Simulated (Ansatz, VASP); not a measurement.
## LiAlF4 in VASP and in Ansatz

```
Li Al F
1.0
     3.59344    0.00000    0.00000
     0.00000    3.59344    0.00000
     0.00000    0.00000    6.12322
Li Al F
1 1 4
Direct
  0.50000 0.50000 0.50000
  0.00000 0.00000 0.00000
  0.50000 0.00000 0.00000
  0.00000 0.50000 0.00000
  0.00000 0.00000 0.29459
  0.00000 0.00000 0.70541
```

Alike in both runs: functional PBE; k mesh 6 × 6 × 4; occupations gaussian, width 0.1 eV; no spin polarisation.

Ansatz relaxed the structure, and its values are those at the end. VASP's run is a single point on that final structure, the one shown.

|  | VASP | Ansatz |
| --- | --- | --- |
| version | VASP 6.6.1 | Ansatz 0.2.0 |
| potentials or method | VASP PAW PBE potentials, release 64 (Li_sv, Al, F), cutoff 750 eV | scalar-relativistic, plane waves, PAW |
| valence electrons in the cell | 34 | 34 |

VASP gave:

* gap on the k mesh at the Fermi level (eV): 5.73
* least direct gap on the mesh (eV): 6.13
* pressure (GPa): 0.2
* rms of the force components (eV/Å): 0.014

Which values does Ansatz return?

gap on the k mesh at the Fermi level (eV): 5.73; least direct gap on the mesh (eV): 6.13; pressure (GPa): 0.4; rms of the force components (eV/Å): 0.003.
